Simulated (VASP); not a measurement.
# InSe2: single point with PBE

The system is InSe2.

```
In Se
1.0
     3.89489    0.00000    0.00000
     0.00000    3.89489    0.00000
     0.00000    0.00000    9.62623
In Se
2 4
Direct
  0.00000 0.50000 0.70647
  0.50000 0.00000 0.29353
  0.00000 0.50000 0.36621
  0.50000 0.00000 0.63379
  0.00000 0.00000 0.00000
  0.50000 0.50000 0.00000
```

```yaml
Program: VASP 6.6.1
Task: single point
Functional: PBE
Potentials_or_basis: VASP PAW PBE potentials, release 64 (In_d, Se)
Cutoff: 520 eV
k_mesh: 5 × 5 × 2
Occupations: gaussian, width 0.05 eV
Spin: no spin polarisation
Dipole_correction: no
Further_INCAR_settings: ALGO = Normal; EDIFF = 1e-06; NBANDS = 34
```

The pressure is -0.3 GPa and the largest force is 0.121 eV/Å. The band gap on the k mesh is zero (bands 25 and 26 overlap by 1.66 eV).

Forces in eV/Å, atoms in the order of the input:
```
In   0.000  0.000 -0.023
In   0.000  0.000  0.023
Se   0.000  0.000  0.121
Se   0.000  0.000 -0.121
Se   0.000  0.000  0.000
Se   0.000  0.000  0.000
```

Stress tensor (GPa, compression positive):
```
-0.46  0.00  0.00
 0.00 -0.46  0.00
 0.00  0.00  0.00
```

Levels at points of the mesh, in eV from the Fermi level:
| k point | band 21 | band 22 | band 23 | band 24 | band 25 | band 26 | band 27 | band 28 | band 29 | band 30 |
| --- | --- | --- | --- | --- | --- | --- | --- | --- | --- | --- |
| (0.00, 0.00, 0.00) | -2.50 | -2.16 | -1.85 | -1.85 | 0.06 | 0.43 | 2.68 | 2.68 | 3.18 | 4.23 |
| (0.00, 0.00, 0.50) | -2.56 | -1.79 | -1.79 | -1.32 | 0.06 | 0.48 | 1.92 | 2.68 | 2.68 | 3.43 |

Wall time 86 s on 1 thread of Intel Xeon 8259CL, with other jobs on the host, peak memory 0.25 GiB.

Caveat: spin-orbit coupling is left out, which moves the levels of the heavy elements.
